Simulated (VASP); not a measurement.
Runs of VASP 6.6.1 on B. The structure is that of space group Pm-3m (No. 221), or close to it. The cells are those of the table. 

```csv
cell,k mesh,gap on the mesh (eV),pressure (GPa)
"a = 1.957 Å, 1 atom",19 × 19 × 19,none,(b)
"a = 1.806 Å, 1 atom",19 × 19 × 19,none,37.9
"a = 1.859 Å, 1 atom",19 × 19 × 19,none,(a)
"a = 1.884 Å, 1 atom",8 × 8 × 8,none,1.5
"a = 1.884 Å, 1 atom",27 × 27 × 27,none,0.5
```

Alike in all rows: task single point; level r2SCAN; potentials or basis VASP PAW PBE potentials, release 64 (B); no spin polarisation; cutoff (eV) 520; smearing fermi-dirac 0.1 eV.

Question: Estimate the missing entries.

Answer: (a) 10.6; (b) -21.3.

Caveats: some runs use coarse meshes; the PAW data sets were made with another functional, which shifts forces and pressure a little.

A gap of «none» marks levels without a gap at the run's occupations.
